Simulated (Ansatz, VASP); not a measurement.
# C: VASP beside Ansatz

Contents of POSCAR:

```
C
1.0
    2.4560000000      0.0000000000      0.0000000000
   -1.2280000000      2.1269583917      0.0000000000
    0.0000000000      0.0000000000      6.6960000000
C
4
Direct
    0.0000000000      0.0000000000      0.7500000000
    0.0000000000      0.0000000000      0.2500000000
    0.3333333333      0.6666666667      0.7500000000
    0.6666666667      0.3333333333      0.2500000000
```

The input INCAR.step1:

```
SYSTEM = C
PREC = Accurate ; ENCUT = 520
ISMEAR = 0 ; SIGMA = 0.1
LREAL = .FALSE. ; LASPH = .TRUE.
NELM = 100 ; NBANDS = 16
GGA = PE ; ALGO = Normal
EDIFF = 1E-4 ; LWAVE = .TRUE.
LCHARG = .FALSE.
```

INCAR.step2

```
SYSTEM = C
PREC = Accurate ; ENCUT = 520
EDIFF = 1E-7 ; ISMEAR = 0
SIGMA = 0.1 ; LREAL = .FALSE.
LASPH = .TRUE. ; NELM = 100
ALGO = Normal ; ISIF = 2
LWAVE = .FALSE. ; LCHARG = .FALSE.
METAGGA = R2SCAN ; LMIXTAU = .TRUE.
NBANDS = 16 ; ISTART = 1
```

File KPOINTS:

```
Automatic mesh
0
G
  9 9 4
  0 0 0
```

Input for Ansatz:

```yaml
crystal:
  lattice:
    - [2.456, 0.0, 0.0]
    - [-1.228, 2.1269583917, 0.0]
    - [0.0, 0.0, 6.696]
  atoms:
    - { symbol: C, position: [0.0, 0.0, 0.75] }
    - { symbol: C, position: [0.0, 0.0, 0.25] }
    - { symbol: C, position: [0.3333333333, 0.6666666667, 0.75] }
    - { symbol: C, position: [0.6666666667, 0.3333333333, 0.25] }
basis:
  ecutwfc: 500
kpoints:
  mp_grid: { grid: [9, 9, 4] }
hamiltonian:
  xc: r2scan
scf:
  occupations: { method: gaussian, width: 0.1 }
output:
  forces: true
  stress: true
  eigenvalues: true
```

Alike in both runs: task single point; functional r2SCAN; k mesh 9 × 9 × 4; occupations gaussian, width 0.1 eV; no spin polarisation.

|  | VASP | Ansatz |
| --- | --- | --- |
| version | VASP 6.6.1 | Ansatz 0.2.0 |
| potentials or method | VASP PAW PBE potentials, release 64 (C), cutoff 520 eV | scalar-relativistic, plane waves, PAW |
| valence electrons in the cell | 16 | 16 |

|  | VASP | Ansatz | Ansatz less VASP |
| --- | --- | --- | --- |
| gap on the k mesh at the Fermi level (eV) | none | none | - |
| pressure (GPa) | 1.1 | 0.4 | -0.68 |
| traceless stress, the component that is largest in VASP (GPa) | 0.21 | 1.00 | +0.789 |

VASP's potentials were made for PBE, not for r2SCAN. A gap of «none» marks a metal or a gap that the smearing closes.
